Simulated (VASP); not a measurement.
# BeTe (hsec): relaxation of cell and atoms with HSE06

The system is BeTe (hsec).

```xyz
2
Lattice="0.0000 2.8024 2.8024 2.8024 0.0000 2.8024 2.8024 2.8024 0.0000" Properties=species:S:1:pos:R:3 pbc="T T T"
Be    0.0000    0.0000    0.0000
Te    1.4012    1.4012    1.4012
```

| Quantity | Value |
| --- | --- |
| Program | VASP 6.6.1 |
| Task | relaxation of cell and atoms |
| Functional | HSE06 |
| Potentials or basis | VASP PAW PBE potentials, release 64 (Be, Te) |
| Cutoff | 600 eV |
| k mesh | 6 × 6 × 6 |
| Occupations | gaussian, width 0.02 eV |
| Spin | no spin polarisation |
| Dipole correction | no |
| Grid for exact exchange (PRECFOCK) | Normal |
| Further INCAR settings | ALGO = Normal; EDIFF = 1e-07; IBRION = 2; EDIFFG = -0.003; NSW = 50; ISIF = 3 |
| Screening parameter | 0.2079 1/Å |

* Relaxed volume: 22.28 Å³/atom
* Relaxed cell: a = 3.979 Å, b = 3.979 Å, c = 3.979 Å, α = 60.00°, β = 60.00°, γ = 60.00°
* Space group after relaxing (to 0.05 Å): F-43m (No. 216)
* Energy gained by relaxing: 0.6 meV/atom
* Ionic steps: 3
* Pressure after relaxing: 0.0 GPa
* Band gap on the k mesh: 2.63 eV, indirect (least direct gap 4.47 eV)

Step by step:
```csv
step,energy change (eV),largest force (eV/Å),pressure (GPa),volume (Å³)
1,0.0000,0.0000,0.76,44.02
2,-0.0012,0.0000,-0.18,44.69
3,-0.0013,0.0000,0.00,44.55
```

Final structure:
```
Be Te
1.0
     0.00000    2.81372    2.81372
     2.81372    0.00000    2.81372
     2.81372    2.81372    0.00000
Be Te
1 1
Cartesian
  0.0000 0.0000 0.0000
  1.4069 1.4069 1.4069
```

Levels at points of the mesh, in eV from the valence-band top:
| k point | band 1 | band 2 | band 3 | band 4 | band 5 | band 6 | band 7 | band 8 |
| --- | --- | --- | --- | --- | --- | --- | --- | --- |
| (0.00, 0.00, 0.00) | -13.47 | 0.00 | 0.00 | 0.00 | 4.47 | 4.47 | 4.47 | 4.61 |
| (0.50, 0.00, 0.00) | -11.94 | -6.12 | -1.23 | -1.23 | 3.84 | 5.47 | 5.47 | 8.84 |
| (0.50, 0.50, 0.00) | -11.38 | -5.67 | -2.89 | -2.89 | 2.63 | 3.38 | 11.09 | 11.09 |

It took 63 min on 1 thread of Intel(R) Xeon(R) Platinum 8488C (Sapphire Rapids), on a shared host, peak memory 0.3 GiB.

Caveat: the PAW data sets were made with another functional, which shifts forces and pressure a little; spin-orbit coupling is left out, which moves the levels of the heavy elements. Zero-point motion and thermal expansion aren't in these numbers.
